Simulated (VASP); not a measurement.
The system is Rb5Na2S.

```
Rb Na S
1.0
     6.07840    0.00000    0.00000
    -3.03920    5.26405    0.00000
     0.00000    0.00000   10.62472
Rb Na S
5 2 1
Direct
  0.33333 0.66667 0.18304
  0.66667 0.33333 0.18304
  0.66667 0.33333 0.81696
  0.33333 0.66667 0.81696
  0.00000 0.00000 0.50000
  0.33333 0.66667 0.50000
  0.66667 0.33333 0.50000
  0.00000 0.00000 0.00000
```

The cell was generated, and may not be a known phase.

* Program: VASP 6.6.1
* Task: relaxation of cell and atoms
* Functional: PBE
* Potentials or basis: VASP PAW PBE potentials, release 64 (Rb_sv, Na_sv, S)
* Cutoff: 1130 eV
* k mesh: 3 × 3 × 2
* Occupations: gaussian, width 0.1 eV
* Spin: no spin polarisation

At the start: pressure 2.0 GPa; volume 42.49 Å³/atom.

Question: Where does the relaxation end?

Answer: Over 9 steps the energy falls by 72.3 meV/atom and the volume is 52.30 Å³/atom (+23.1 %); space group P6/mmm (No. 191, to 0.1 Å) before and after.

Step by step:
| step | energy change (eV) | largest force (eV/Å) | pressure (GPa) | volume (Å³) |
| --- | --- | --- | --- | --- |
| 1 | 0.0000 | 0.4489 | 1.99 | 339.96 |
| 2 | -0.2905 | 0.3545 | 1.12 | 366.66 |
| 3 | -0.5048 | 0.2337 | 0.13 | 414.18 |
| 4 | -0.5161 | 0.2075 | -0.05 | 427.00 |
| 5 | -0.5165 | 0.2022 | -0.09 | 429.77 |
| 6 | -0.5301 | 0.1821 | -0.08 | 428.43 |
| 7 | -0.5609 | 0.1201 | -0.04 | 424.41 |
| 8 | -0.5765 | 0.0106 | 0.07 | 416.29 |
| 9 | -0.5786 | 0.0241 | 0.04 | 418.41 |

Final structure:
```
Rb Na S
1.0
     6.41963    0.00000    0.00000
    -3.20982    5.55957    0.00000
     0.00000    0.00000   11.72324
Rb Na S
5 2 1
Direct
  0.33333 0.66667 0.16585
  0.66667 0.33333 0.16585
  0.66667 0.33333 0.83415
  0.33333 0.66667 0.83415
  0.00000 0.00000 0.50000
  0.33333 0.66667 0.50000
  0.66667 0.33333 0.50000
  0.00000 0.00000 0.00000
```

Caveat: the k points lie up to 0.38 Å⁻¹ apart in the final cell, too coarse for converged energies and pressures of a metal; the volume moved by over 15 % at a fixed basis, so the end points are rough.
